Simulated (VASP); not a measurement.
A run of VASP 6.6.1:

The input INCAR:

```
ALGO = Normal ; EDIFF = 1E-6
ENCUT = 520 ; GGA = PS
ISIF = 2 ; ISMEAR = 0
IVDW = 12 ; LASPH = True
LCHARG = True ; LELF = True
LREAL = False ; LVHAR = True
LWAVE = False ; NBANDS = 12
NELM = 100 ; PREC = Accurate
SIGMA = 0.05
```

Contents of KPOINTS:

```
k-points
0
Gamma
  10 10 10
```

Contents of POSCAR:

```
LiF
1.0
    0.0000000000      1.9499900193      1.9499900193
    1.9499900193      0.0000000000      1.9499900193
    1.9499900193      1.9499900193      0.0000000000
Li F
1 1
Direct
    0.0000000000      0.0000000000      0.0000000000
    0.5000000000      0.5000000000      0.5000000000
```

Potentials or basis: VASP PAW PBE potentials, release 64 (Li_sv, F).

The run is started by

```sh
$ cat potpaw_PBE.64/Li_sv/POTCAR potpaw_PBE.64/F/POTCAR > POTCAR
$ mpirun -np 1 vasp_std > vasp.out
```

Hardware: 1 thread of Intel(R) Xeon(R) Platinum 8259CL CPU @ 2.50GHz (Skylake/Cascade Lake) (shared host).

Estimate the wall time of this run.

It took 6.5 s on 1 thread of Intel(R) Xeon(R) Platinum 8259CL CPU @ 2.50GHz (Skylake/Cascade Lake), with other jobs on the host, peak memory 0.14 GiB. Counts: scf iterations 11, k points 47.
